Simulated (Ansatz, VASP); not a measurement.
LiF: VASP beside Ansatz

```
CELL_PARAMETERS angstrom
0.00000 2.14461 2.14461
2.14461 0.00000 2.14461
2.14461 2.14461 0.00000
ATOMIC_POSITIONS crystal
Li 0.00000 0.00000 0.00000
F 0.25000 0.25000 0.25000
```

Alike in both runs: task single point; functional HSE06; k mesh 4 × 4 × 4; occupations methfessel-paxton of order 1, width 0.05 eV; no spin polarisation.

|  | VASP | Ansatz |
| --- | --- | --- |
| version | VASP 6.6.1 | Ansatz 0.2.0 |
| potentials or method | VASP PAW PBE potentials, release 64 (Li_sv, F) | plane waves |
| plane-wave cutoff (eV) | 520 | 420 |
| valence electrons in the cell | 10 | 10 |

|  | VASP | Ansatz | Ansatz less VASP |
| --- | --- | --- | --- |
| gap on the k mesh at the Fermi level (eV) | 10.09 | 10.11 | +0.024 |

With one functional, cell and mesh, what is left measures potentials, basis and numerics. Ansatz's warnings: stress exchange threshold loose, stress scf threshold loose.

The k mesh is coarse, so the values compare programs but aren't converged. Noted on VASP's run: the cutoff is under 1.25 times that of the potentials, so the pressure is a little rough.
